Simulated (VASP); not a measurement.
Input of a VASP 6.6.1 run:

File INCAR:

```
PREC = Accurate
ENCUT = 600
EDIFF = 1E-7
ISMEAR = 0
SIGMA = 0.02
LREAL = False
LASPH = True
NELM = 100
ALGO = Normal
ISIF = 3
LWAVE = False
LCHARG = False
GGA = PE
IBRION = 2
NSW = 100
EDIFFG = -0.01
```

The input KPOINTS:

```
regular mesh
0
Gamma
  12 12 2
```

File POSCAR:

```
Al5GaN6
1.0
    2.9016782789      0.0000000000      0.0000000000
   -1.4508391394      2.5129271031      0.0000000000
    0.0000000000      0.0000000000     14.2254999648
Al Ga N
5 1 6
Direct
    0.3333333333      0.6666666667      0.8350074997
    0.6666666667      0.3333333333      0.6699970336
    0.3333333333      0.6666666667      0.3300029664
    0.6666666667      0.3333333333      0.1649925003
    0.0000000000      0.0000000000      0.0000000000
    0.0000000000      0.0000000000      0.5000000000
    0.6666666667      0.3333333333      0.9175102970
    0.0000000000      0.0000000000      0.7525591861
    0.3333333333      0.6666666667      0.5889522165
    0.6666666667      0.3333333333      0.4110477835
    0.0000000000      0.0000000000      0.2474408139
    0.3333333333      0.6666666667      0.0824897030
```

Potentials or basis: VASP PAW PBE potentials, release 64 (Al, Ga_d, N).

The run is started by

```console
$ cat potpaw_PBE.64/Al/POTCAR potpaw_PBE.64/Ga_d/POTCAR potpaw_PBE.64/N/POTCAR > POTCAR
$ mpirun -np 1 vasp_std > vasp.out
```

Task: What does it give for the band gap on the k mesh?

Result: 3.11 eV (least direct gap 3.88 eV).

Task: Predict the relaxed cell.

Result: a = 2.901 Å, b = 2.901 Å, c = 14.224 Å, α = 90.00°, β = 90.00°, γ = 120.00°.

Task: Estimate the relaxed volume.

Result: 8.64 Å³/atom.

Task: Predict the space group after relaxing (to 0.1 Å).

Result: P-3m1 (No. 164).

Forces on the atoms (eV/Å):
```
Al   0.000  0.000  0.005
Al   0.000  0.000  0.003
Al   0.000  0.000 -0.003
Al   0.000  0.000 -0.005
Al   0.000  0.000  0.000
Ga   0.000  0.000  0.000
N    0.000  0.000  0.003
N    0.000  0.000  0.003
N    0.000  0.000 -0.002
N    0.000  0.000  0.002
N    0.000  0.000 -0.003
N    0.000  0.000 -0.003
```

A k mesh can miss the band edges.
